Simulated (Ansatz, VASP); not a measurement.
## Re: VASP beside Ansatz

```xyz
1
Lattice="0.0000 2.2216 1.4716 2.2216 0.0000 1.4716 2.2216 2.2216 0.0000" Properties=species:S:1:pos:R:3 pbc="T T T"
Re    0.0000    0.0000    0.0000
```

Alike in both runs: task single point; functional PBE; k mesh 10 × 10 × 10; occupations gaussian, width 0.15 eV; no spin polarisation.

```csv
,VASP,Ansatz
version,VASP 6.6.1,Ansatz 0.2.0
potentials or method,"VASP PAW PBE potentials, release 64 (Re_sv_GW), cutoff 560 eV","scalar-relativistic, plane waves, PAW"
valence electrons in the cell,15,15
```

```tsv
	VASP	Ansatz	Ansatz less VASP
gap on the k mesh at the Fermi level (eV)	none	none	-
pressure (GPa)	13.4	14.9	+1.50
traceless stress, the component that is largest in VASP (GPa)	1.04	1.04	+0.003
```

A gap of «none» marks a metal or a gap that the smearing closes.

Spin-orbit coupling is off throughout.
